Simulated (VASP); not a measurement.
# PbS (P1) in VASP: single point with PBEsol

Aim: the single point of PbS with PBEsol.

Everything below comes from runs of VASP 6.6.1. Logs are shortened: lines on timing, memory, paths and dates and some standing lists are left out, and cuts for length are marked.

**1. The cell of the first run**

The typed cell holds 8 atoms: a = 8.344 Å, b = 4.172 Å, c = 5.912 Å, α = 90.00°, β = 90.00°, γ = 89.98°.

**2. Single point, PBEsol**

INCAR reads:

```
SYSTEM = PbS
ALGO = Normal
EDIFF = 1E-6
ENCUT = 520
GGA = PS
ISIF = 2
ISMEAR = -1
LASPH = .True.
LCHARG = .False.
LREAL = .False.
LWAVE = .False.
NBANDS = 50
NELM = 80
PREC = Accurate
SIGMA = 0.05
```

KPOINTS reads:

```
k-points
0
Gamma
  2 4 4
  0 0 0
```

POSCAR reads:

```
PbS
1.0
    8.3441996529      0.0016527709     -0.0000965527
    0.0008569869      4.1718636166     -0.0001543488
   -0.0001388773     -0.0002262889      5.9121403794
Pb S
4 4
Direct
    0.1170156118      0.7362859351      0.7433488446
    0.6168356239      0.7361694209      0.7433242334
    0.8669463459      0.2362550127      0.2474545355
    0.3669314362      0.2361319587      0.2474542377
    0.8700256289      0.2423738913      0.7341630577
    0.3702142333      0.2424266708      0.7341981504
    0.1201262909      0.7424782215      0.2564797423
    0.6201383691      0.7422931593      0.2565100392
```

Potentials or basis: VASP PAW PBE potentials, release 64 (Pb_d, S).

Started as:

```sh
> cat potpaw_PBE.64/Pb_d/POTCAR potpaw_PBE.64/S/POTCAR > POTCAR
> mpirun -np 1 vasp_std > vasp.out
```

OUTCAR:

```text
SYSTEM = PbS
   EDIFF = 1E-6
   ENCUT = 520
   GGA = PS
   ISIF = 2
   ISMEAR = -1
   LASPH = .True.
   LREAL = .False.
   NELM = 80
   PREC = Accurate

 ion  position               nearest neighbor table
   1  0.117  0.736  0.743-   7 2.88   5 2.92   5 2.95   6 2.95   6 2.99   7 3.03
   2  0.617  0.736  0.743-   8 2.88   6 2.91   6 2.95   5 2.95   5 2.99   8 3.03
   3  0.867  0.236  0.247-   5 2.88   8 2.91   8 2.95   7 2.95   7 2.99   5 3.03
   4  0.367  0.236  0.247-   6 2.88   7 2.91   7 2.95   8 2.95   8 2.99   6 3.03
   5  0.870  0.242  0.734-   3 2.88   1 2.92   1 2.95   2 2.95   2 2.99   3 3.03
   6  0.370  0.242  0.734-   4 2.88   2 2.91   2 2.95   1 2.95   1 2.99   4 3.03
   7  0.120  0.742  0.256-   1 2.88   4 2.91   4 2.95   3 2.95   3 2.99   1 3.03
   8  0.620  0.742  0.257-   2 2.88   3 2.91   3 2.95   4 2.95   4 2.99   2 3.03

  LATTYP: Found a triclinic cell.
 ALAT       =     4.1718637075
 B/A-ratio  =     2.0001132353
 C/A-ratio  =     1.4171461006
 COS(alpha) =     0.0000350690
 COS(beta)  =     0.0000752777
 COS(gamma) =     0.0004034953

  Lattice vectors:

 A1 = (   0.0008569869,   4.1718636166,  -0.0001543488)
 A2 = (   8.3441996529,   0.0016527709,  -0.0000965527)
 A3 = (   0.0001388773,   0.0002262889,  -5.9121403794)

Analysis of symmetry for initial positions (statically):
=====================================================================
 Subroutine PRICEL returns:
 Original cell was already a primitive cell.

 Routine SETGRP: Setting up the symmetry group for a
 triclinic supercell.

 Subroutine GETGRP returns: Found  1 space group operations
 (whereof  1 operations were pure point group operations)
 out of a pool of  2 trial point group operations.

The static configuration has the point symmetry C_1 .

Analysis of symmetry for dynamics (positions and initial velocities):
=====================================================================
 Subroutine PRICEL returns:
 Original cell was already a primitive cell.

 Routine SETGRP: Setting up the symmetry group for a
 triclinic supercell.

 Subroutine GETGRP returns: Found  1 space group operations
 (whereof  1 operations were pure point group operations)
 out of a pool of  2 trial point group operations.

The dynamic configuration has the point symmetry C_1 .

 Subroutine INISYM returns: Found  1 space group operations
[... 125 lines left out ...]
   EDIFFG = 0.1E-04   stopping-criterion for IOM
   NSW    =      0    number of steps for IOM
   IBRION =     -1    ionic relax: 0-MD 1-quasi-New 2-CG
   NFREE  =      0    steps in history (QN), initial steepest desc. (CG)
   ISIF   =      2    stress and relaxation
   ISYM   =      2    0-nonsym 1-usesym 2-fastsym
   POTIM  = 0.5000    time-step for ionic-motion
   TEBEG  =    0.0;   TEEND  =   0.0 temperature during run
   PSTRESS=    0.0 pullay stress
   NELECT =      80.0000    total number of electrons
   NUPDOWN=      -1.0000    fix difference up-down
   EMIN   =  10.00;   EMAX   =-10.00  energy-range for DOS
   EFERMI =   0.00;   METHOD = LEGACY
   ISMEAR =    -1;   SIGMA  =   0.05  broadening in eV -4-tet -1-fermi 0-gaus
   EFERMI_NEDOS =   21; number of points for ismear=-14 and -15
   IALGO  =     38    algorithm
   IMIX   =      4    mixing-type and parameters
     AMIX     =   0.40;   BMIX     =  1.00
     AMIX_MAG =   1.60;   BMIX_MAG =  1.00
  volume/ion in A,a.u.               =      25.73       173.61
  Fermi-wavevector in a.u.,A,eV,Ry     =   1.194772  2.257791 19.422042  1.427480
  Thomas-Fermi vector in A             =   2.330754
   LORBIT       =      0    0 simple, 1 ext, 2 COOP (PROOUT), +10 PAW based schemes
   GGA     = PS    functional components
   LHFCALC =     F    Hartree Fock is set to
   AEXX    =    0.0000 exact exchange contribution
   IVDW    =     0    specifies the selected vdW correction
   LEPSILON=     F    determine dielectric tensor
   LRPA    =     F    only Hartree local field effects (RPA)
 non-spin polarized calculation
  energy-cutoff  :      520.00
  volume of cell :      205.81
 maximum number of plane-waves:      5576
 NGX is ok and might be reduce to    64
   NGX = 31   NGY = 15   NGZ = 21

 number of electron      79.9999983 magnetization

 Free energy of the ion-electron system (eV)
  ---------------------------------------------------
  ext. energy  EPLUGINS =         0.00000000
  ---------------------------------------------------
  free energy    TOTEN  =       -37.76558035 eV

  energy without entropy =      -37.76383791  energy(sigma->0) =      -37.76470913

 E-fermi :   5.9832     XC(G=0):  -9.9526

 val. band max:        5.7675111134   @ k =  -0.0000   0.5000   0.5000
 cond. band min:       6.1985217621   @ k =  -0.0000   0.5000   0.5000
 fundamental gap:      0.4310106487
 Fermi energy:         5.9831661047

 k-point     1 :       0.0000    0.0000    0.0000
  band No.  band energies     occupation
      1     -11.0554      2.00000
      2     -10.9369      2.00000
      3     -10.9367      2.00000
      4     -10.9227      2.00000
      5     -10.9012      2.00000
      6     -10.9009      2.00000
[... 1049 lines left out ...]
     49       9.9149      0.00000
     50       9.9157      0.00000

------------------------ aborting loop because EDIFF is reached ----------------------------------------

  FORCE on cell =-STRESS in cart. coord.  units (eV):
  Direction    XX          YY          ZZ          XY          YZ          ZX
  --------------------------------------------------------------------------------------
  -------------------------------------------------------------------------------------
  Total       -0.0479376     -0.0453451     -0.0644707      0.0075539      0.0013366      0.0007621
  in kB       -0.3731875     -0.3530056     -0.5018959      0.0588059      0.0104052      0.0059331
  external PRESSURE =      -0.4093630 kB  Pullay stress =       0.0000000 kB

 VOLUME and BASIS-vectors are now :
 -----------------------------------------------------------------------------
  energy-cutoff  :      520.00
  volume of cell :      205.81
      direct lattice vectors                 reciprocal lattice vectors
     8.344199653  0.001652771 -0.000096553     0.119843734 -0.000024618  0.000002814
     0.000856987  4.171863617 -0.000154349    -0.000047478  0.239701039  0.000009174
    -0.000138877 -0.000226289  5.912140379     0.000001956  0.000006257  0.169143481

 POSITION                                       TOTAL-FORCE (eV/Angst)
 -----------------------------------------------------------------------------------
      0.97693      3.07171      4.39466        -0.004455      0.000236     -0.000417
      5.14753      3.07205      4.39446         0.006393      0.001455      0.000454
      7.23414      0.98700      1.46287        -0.000451      0.000448     -0.000439
      3.06192      0.98566      1.46291         0.002145      0.001614     -0.000746
      7.25977      1.01242      4.34035         0.004106     -0.000103      0.002477
      3.08925      1.01182      4.34061        -0.005745     -0.001619      0.001892
      1.00296      3.09766      1.51622        -0.000014     -0.002665     -0.001137
      5.17516      3.09771      1.51635        -0.001979      0.000634     -0.002084
 -----------------------------------------------------------------------------------
    total drift:                                0.000068      0.000809     -0.000079

  FREE ENERGIE OF THE ION-ELECTRON SYSTEM (eV)
  ---------------------------------------------------
  free  energy   TOTEN  =       -37.7655803545 eV

  energy  without entropy=      -37.7638379078  energy(sigma->0) =      -37.76470913
```

OSZICAR:

```text
N       E                     dE             d eps       ncg     rms          rms(c)
DAV:   1     0.942222694313E+03    0.94222E+03   -0.36417E+04  2000   0.174E+03
DAV:   2     0.966298642881E+02   -0.84559E+03   -0.81762E+03  2008   0.473E+02
DAV:   3    -0.301283539928E+02   -0.12676E+03   -0.12006E+03  2560   0.207E+02
DAV:   4    -0.389604447091E+02   -0.88321E+01   -0.86738E+01  2510   0.526E+01
DAV:   5    -0.393249655766E+02   -0.36452E+00   -0.36396E+00  2472   0.103E+01    0.932E+00
DAV:   6    -0.377530694335E+02    0.15719E+01   -0.34225E+00  2734   0.991E+00    0.586E+00
DAV:   7    -0.377710164528E+02   -0.17947E-01   -0.87075E-01  2756   0.306E+00    0.296E+00
DAV:   8    -0.377713628900E+02   -0.34644E-03   -0.11776E-01  2692   0.243E+00    0.527E-01
DAV:   9    -0.377651101308E+02    0.62528E-02   -0.25423E-02  2660   0.107E+00    0.143E-01
DAV:  10    -0.377655363864E+02   -0.42626E-03   -0.23067E-03  2386   0.198E-01    0.826E-02
DAV:  11    -0.377655803756E+02   -0.43989E-04   -0.23395E-04  2912   0.101E-01    0.105E-02
DAV:  12    -0.377655803545E+02    0.21128E-07   -0.82921E-06  2178   0.204E-02
   1 F= -.37765580E+02 E0= -.37764709E+02  d E =-.174245E-02
```

Run time: 4.6 min. Hardware: 1 thread of Intel Xeon 8259CL, shared host; peak memory 0.38 GiB.

Results:

```
Free energy            : -37.7656 eV
Pressure               : 0.0 GPa
Largest force          : 0.007 eV/Å
Band gap on the k mesh : 0.43 eV
```

Forces in eV/Å, atoms in the order of the input:
```
Pb  -0.004  0.000  0.000
Pb   0.006  0.001  0.000
Pb   0.000  0.000  0.000
Pb   0.002  0.002 -0.001
S    0.004  0.000  0.002
S   -0.006 -0.002  0.002
S    0.000 -0.003 -0.001
S   -0.002  0.001 -0.002
```

Caveat: the PAW data sets were made with another functional, which shifts forces and pressure a little; spin-orbit coupling is left out, which moves the levels of the heavy elements. A k mesh can miss the band edges.
